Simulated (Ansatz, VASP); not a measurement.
## One calculation of CsPbBr3, two programs

INCAR

```
PREC = Accurate
ENCUT = 520
EDIFF = 1E-6
ISMEAR = 0
SIGMA = 0.05
LREAL = False
LASPH = True
NELM = 60
ALGO = Normal
ISIF = 2
LWAVE = False
LCHARG = False
GGA = PS
NBANDS = 30
```

Contents of KPOINTS:

```
regular mesh
0
Gamma
  6 6 6
```

Contents of POSCAR:

```
CsPbBr3
1.0
    6.0317006237     -0.9279539421     -0.9279539421
   -0.9279539421      6.0317006237     -0.9279539421
   -0.9279539421     -0.9279539421      6.0317006237
Cs Pb Br
1 1 3
Direct
    0.0000000000      0.0000000000      0.0000000000
    0.5000000000      0.5000000000      0.5000000000
    0.0000000000      0.5000000000      0.5000000000
    0.5000000000      0.0000000000      0.5000000000
    0.5000000000      0.5000000000      0.0000000000
```

Input for Ansatz:

```yaml
crystal:
  lattice:
    - [6.0317006237, -0.9279539421, -0.9279539421]
    - [-0.9279539421, 6.0317006237, -0.9279539421]
    - [-0.9279539421, -0.9279539421, 6.0317006237]
  atoms:
    - { symbol: Cs, position: [0.0, 0.0, 0.0] }
    - { symbol: Pb, position: [0.5, 0.5, 0.5] }
    - { symbol: Br, position: [0.0, 0.5, 0.5] }
    - { symbol: Br, position: [0.5, 0.0, 0.5] }
    - { symbol: Br, position: [0.5, 0.5, 0.0] }
basis:
  ecutwfc: 420
kpoints:
  mp_grid: { grid: [6, 6, 6] }
hamiltonian:
  xc: pbesol
scf:
  occupations: { method: gaussian, width: 0.05 }
output:
  forces: true
  stress: true
  eigenvalues: true
```

Alike in both runs: task single point; functional PBEsol; k mesh 6 × 6 × 6; occupations gaussian, width 0.05 eV; no spin polarisation.

|  | VASP | Ansatz |
| --- | --- | --- |
| version | VASP 6.6.1 | Ansatz 0.2.0 |
| potentials or method | VASP PAW PBE potentials, release 64 (Cs_sv, Pb_d, Br), cutoff 520 eV | scalar-relativistic, plane waves, PAW |
| valence electrons in the cell | 44 | 44 |

|  | VASP | Ansatz | Ansatz less VASP |
| --- | --- | --- | --- |
| gap on the k mesh at the Fermi level (eV) | 0.65 | 0.66 | +0.011 |
| least direct gap on the mesh (eV) | 0.65 | 0.66 | +0.011 |
| pressure (GPa) | -0.8 | -0.9 | -0.01 |
| traceless stress, the component that is largest in VASP (GPa) | 2.15 | 2.15 | -0.006 |

VASP's potentials were made for PBE, not for PBEsol. The functional is the same, so the differences come from potentials, cutoffs and numerics.

Neither program's run includes spin-orbit coupling.
